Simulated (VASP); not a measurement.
## NaCaCr3: single point with PBE

NaCaCr3:

```
CELL_PARAMETERS angstrom
4.30381 0.00000 0.00000
0.00000 4.30381 0.00000
0.00000 0.00000 4.30381
ATOMIC_POSITIONS crystal
Na 0.00000 0.00000 0.00000
Ca 0.50000 0.50000 0.50000
Cr 0.00000 0.50000 0.50000
Cr 0.50000 0.00000 0.50000
Cr 0.50000 0.50000 0.00000
```

- Program: VASP 6.6.1
- Task: single point
- Functional: PBE
- Potentials or basis: VASP PAW PBE potentials, release 64 (Na_pv, Ca_sv, Cr_pv)
- Cutoff: 520 eV
- k mesh: 4 × 4 × 4
- Occupations: gaussian, width 0.1 eV
- Spin: collinear spin, ferromagnetic start
- Starting moments: [0.0, 0.0, 3.0, 3.0, 3.0] μB
- Dipole correction: no
- Further INCAR settings: ALGO = Fast; EDIFF = 1e-07; NBANDS = 38

```yaml
Pressure: 25.2 GPa
Net_moment: 9.10 μB per cell
Site_moments: Na -0.01; Ca +0.16; Cr +2.82 μB
Valence_electrons_inside_the_program's_atomic_spheres: Na 6.13; Ca 9.44; Cr 10.85
```

Levels at points of the mesh, in eV from the Fermi level:
Spin up:
```csv
k point,band 28,band 29,band 30,band 31,band 32,band 33,band 34,band 35
"(0.00, 0.00, 0.00)",-0.73,0.26,0.26,0.26,0.42,2.49,2.49,2.49
"(0.50, 0.00, 0.00)",-0.96,-0.72,-0.72,-0.27,0.26,0.44,3.83,4.82
"(0.50, 0.50, 0.00)",-0.66,-0.66,-0.36,-0.01,-0.01,0.11,1.52,1.52
"(0.50, 0.50, 0.50)",-0.41,-0.10,-0.10,-0.10,0.25,0.25,0.25,2.79
```
Spin down:
| k point | band 20 | band 21 | band 22 | band 23 | band 24 | band 25 |
| --- | --- | --- | --- | --- | --- | --- |
| (0.00, 0.00, 0.00) | -2.22 | -0.97 | -0.97 | -0.11 | -0.11 | 0.99 |
| (0.50, 0.00, 0.00) | -1.40 | -1.40 | -0.52 | 0.47 | 0.50 | 0.85 |
| (0.50, 0.50, 0.00) | -1.09 | -1.09 | -0.42 | 0.51 | 0.62 | 0.63 |
| (0.50, 0.50, 0.50) | -0.69 | -0.48 | -0.48 | -0.48 | 0.78 | 0.78 |

Wall time 48 s on 1 thread of Intel(R) Xeon(R) 6975P-C (Granite Rapids), with other jobs on the host, peak memory 0.22 GiB.

Caveat: the k points lie up to 0.36 Å⁻¹ apart.
